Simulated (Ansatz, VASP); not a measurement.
# Two plane-wave programs on SnO2

```
Sn O
1.0
    -2.05732    2.05732    5.25782
     2.05732   -2.05732    5.25782
     2.05732    2.05732   -5.25782
Sn O
2 4
Direct
  0.75000 0.25000 0.50000
  0.00000 0.00000 0.00000
  0.80033 0.80033 0.00000
  0.94967 0.44967 0.50000
  0.19967 0.19967 0.00000
  0.55033 0.05033 0.50000
```

Alike in both runs: functional PBEsol; k mesh 10 × 10 × 10; occupations gaussian, width 0.05 eV; no spin polarisation.

Ansatz relaxed the structure, and its values are those at the end. VASP's run is a single point on that final structure, the one shown.

|  | VASP | Ansatz |
| --- | --- | --- |
| version | VASP 6.6.1 | Ansatz 0.2.0 |
| potentials or method | VASP PAW PBE potentials, release 64 (Sn_d, O), cutoff 520 eV | scalar-relativistic, plane waves, PAW |
| valence electrons in the cell | 52 | 52 |

```csv
,VASP,Ansatz,Ansatz less VASP
gap on the k mesh at the Fermi level (eV),0.92,0.93,+0.010
least direct gap on the mesh (eV),1.18,1.19,+0.008
pressure (GPa),-9.2,-9.7,-0.48
rms of the force components (eV/Å),0.016,0.002,-0.0140
```

VASP's potentials were made for PBE, not for PBEsol, and Ansatz warns of the same on its side. The functional is the same, so the differences come from potentials, cutoffs and numerics. Ansatz's warnings: stress scf threshold loose.
